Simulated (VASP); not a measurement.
Set up this calculation in VASP 6.6.1, as the native input.

- Task: single point
- Functional: PBE
- Potentials or basis: VASP PAW PBE potentials, release 64 (Ir)
- Cutoff: 520 eV
- k mesh: 18 × 18 × 18
- Occupations: fermi-dirac, width 0.1 eV
- Spin: no spin polarisation
- Dipole correction: no
- Further INCAR settings: ALGO = Normal; EDIFF = 1e-06; NBANDS = 10

The structure of Ir lies in POSCAR:

```
Ir
1.0
    0.0000000000      1.9356832712      1.9356832712
    1.9356832712      0.0000000000      1.9356832712
    1.9356832712      1.9356832712      0.0000000000
Ir
1
Direct
    0.0000000000      0.0000000000      0.0000000000
```

The input as run:

INCAR

```
PREC = Accurate
ENCUT = 520
EDIFF = 1E-6
ISMEAR = -1
SIGMA = 0.1
LREAL = False
LASPH = True
NELM = 60
ALGO = Normal
ISIF = 2
LWAVE = False
LCHARG = True
GGA = PE
LELF = True
LVHAR = True
NBANDS = 10
```

KPOINTS

```
regular mesh
0
Gamma
  18 18 18
```

Potentials or basis: VASP PAW PBE potentials, release 64 (Ir).

Run with:

```sh
$ cat potpaw_PBE.64/Ir/POTCAR > POTCAR
$ mpirun -np 1 vasp_std > vasp.out
```

Results of the run:

```json
{"Pressure": "0.5 GPa"}
```

It took 9.2 s on 1 thread of Intel(R) Xeon(R) 6975P-C (Granite Rapids), on a shared host, peak memory 0.14 GiB.
